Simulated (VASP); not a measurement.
## PbS: single point with LDA

The system is PbS.

```
CELL_PARAMETERS angstrom
4.05533 0.00000 0.00000
-2.02766 3.51202 0.00000
0.00000 0.00000 3.75633
ATOMIC_POSITIONS crystal
Pb 0.00000 0.00000 0.00000
S 0.66667 0.33333 0.50000
```

* Program: VASP 6.6.1
* Task: single point
* Functional: LDA
* Potentials or basis: VASP PAW LDA potentials, release 64 (Pb_d, S)
* Cutoff: 520 eV
* k mesh: 6 × 6 × 6
* Occupations: fermi-dirac, width 0.05 eV
* Spin: no spin polarisation
* Dipole correction: no
* Further INCAR settings: ALGO = Normal; EDIFF = 1e-07; NBANDS = 17

```yaml
Pressure: -3.3 GPa
Band_gap_on_the_k_mesh: zero (band 10 reaches 5.42 eV, above the bottom of band 11 at 4.69 eV)
```

Levels at points of the mesh, in eV from the Fermi level:
```csv
k point,band 6,band 7,band 8,band 9,band 10,band 11,band 12,band 13,band 14,band 15
"(0.00, 0.00, 0.00)",-13.41,-6.53,-2.36,-1.84,-1.84,3.27,3.27,5.02,6.43,6.81
"(0.50, 0.00, 0.00)",-12.22,-8.72,-2.92,-1.99,-1.32,1.79,3.76,5.17,5.19,10.93
"(0.00, 0.00, 0.50)",-12.21,-9.26,-1.23,-1.23,-0.03,0.66,3.72,3.72,8.04,8.04
"(0.50, 0.00, 0.50)",-11.52,-7.58,-4.36,-4.31,-1.57,1.91,2.58,2.60,8.08,10.58
```

Run time: 12 s on 1 thread of Intel(R) Xeon(R) Platinum 8559C (Emerald Rapids), with other jobs on the host, peak memory 0.15 GiB.

Caveat: spin-orbit coupling is left out, which moves the levels of the heavy elements.
